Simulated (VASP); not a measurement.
## Te: electric field gradients with LDA

The system is Te.

```
Te
1.0
     4.59174    0.00000    0.00000
    -2.29587    3.97656    0.00000
     0.00000    0.00000    5.92500
Te
3
Direct
  0.74500 0.00000 0.33333
  0.00000 0.74500 0.66667
  0.25500 0.25500 0.00000
```

This cell differs from its parent crystal: equal xx and yy strain of +3 %.

| Quantity | Value |
| --- | --- |
| Program | VASP 6.6.1 |
| Task | electric field gradients |
| Functional | LDA |
| Potentials or basis | VASP PAW LDA potentials, release 64 (Te) |
| Cutoff | 520 eV |
| k mesh | 9 × 9 × 6 |
| Occupations | fermi-dirac, width 0.08 eV |
| Spin | no spin polarisation |
| Dipole correction | no |
| Further INCAR settings | ALGO = Normal; EDIFF = 1e-08; NBANDS = 16 |

```yaml
Pressure: -2.4 GPa
Largest_force: 0.165 eV/Å
Band_gap_on_the_k_mesh: 0.25 eV, direct
```

Forces in eV/Å, atoms in the order of the input:
```
Te  -0.165  0.000  0.000
Te   0.083 -0.143  0.000
Te   0.083  0.143  0.000
```

Levels at points of the mesh, in eV from the valence-band top:
```tsv
k point	band 5	band 6	band 7	band 8	band 9	band 10	band 11	band 12	band 13	band 14
(0.00, 0.00, 0.00)	-2.83	-2.83	-1.55	-1.55	-0.56	1.06	1.06	1.61	4.99	4.99
(0.00, 0.00, 0.50)	-2.59	-2.59	-1.21	-1.08	-1.08	0.65	0.65	0.66	4.28	5.41
```

Electric field gradients, principal values (V/Å²):
| atom | least | middle | greatest (by size) |
| --- | --- | --- | --- |
| 1 Te | 200.532 | 381.981 | -582.513 |
| 2 Te | 200.532 | 381.981 | -582.513 |
| 3 Te | 200.532 | 381.981 | -582.513 |

Run time: 58 s on 1 thread of Intel(R) Xeon(R) Platinum 8375C CPU @ 2.90GHz (Ice Lake), with other jobs on the host, peak memory 0.24 GiB.

Caveat: the cell differs from its parent crystal (equal xx and yy strain of +3 %); without QUAD_EFG the Cq values of the log hold for a quadrupole moment of 1 mb, not for the nuclei; spin-orbit coupling is left out, which moves the levels of the heavy elements. A k mesh can miss the band edges.
